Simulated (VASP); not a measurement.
Here is a VASP 6.6.1 calculation.

INCAR

```
SYSTEM = Ga3Se
PREC = Accurate
ENCUT = 520
EDIFF = 1E-6
ISMEAR = 0
SIGMA = 0.1
LREAL = .False.
LASPH = .True.
NELM = 60
ALGO = Normal
ISIF = 2
LWAVE = .False.
LCHARG = .True.
GGA = PS
IVDW = 12
LELF = .True.
LVHAR = .True.
NBANDS = 30
```

The input KPOINTS:

```
Automatic mesh
0
Gamma
  10 10 10
  0 0 0
```

The input POSCAR:

```
Ga3Se
1.0
    4.2249181734      0.0000000000      0.0000000000
    0.0000000000      4.2249181734      0.0000000000
    0.0000000000      0.0000000000      4.2249181734
Ga Se
3 1
Direct
    0.0000000000      0.5000000000      0.5000000000
    0.5000000000      0.0000000000      0.5000000000
    0.5000000000      0.5000000000      0.0000000000
    0.0000000000      0.0000000000      0.0000000000
```

Potentials or basis: VASP PAW PBE potentials, release 64 (Ga_d, Se).

Launch:

```sh
$ cat potpaw_PBE.64/Ga_d/POTCAR potpaw_PBE.64/Se/POTCAR > POTCAR
$ mpirun -np 1 vasp_std > vasp.out
```

Q: Estimate the pressure.

A: 0.2 GPa.

Q: What does it give for the band gap on the k mesh?

A: Zero (an odd number of electrons rules out a gap without spin polarisation).

Q: Estimate the dispersion energy per atom.

A: -0.324 eV.

Caveat: the PAW data sets were made with another functional, which shifts forces and pressure a little.
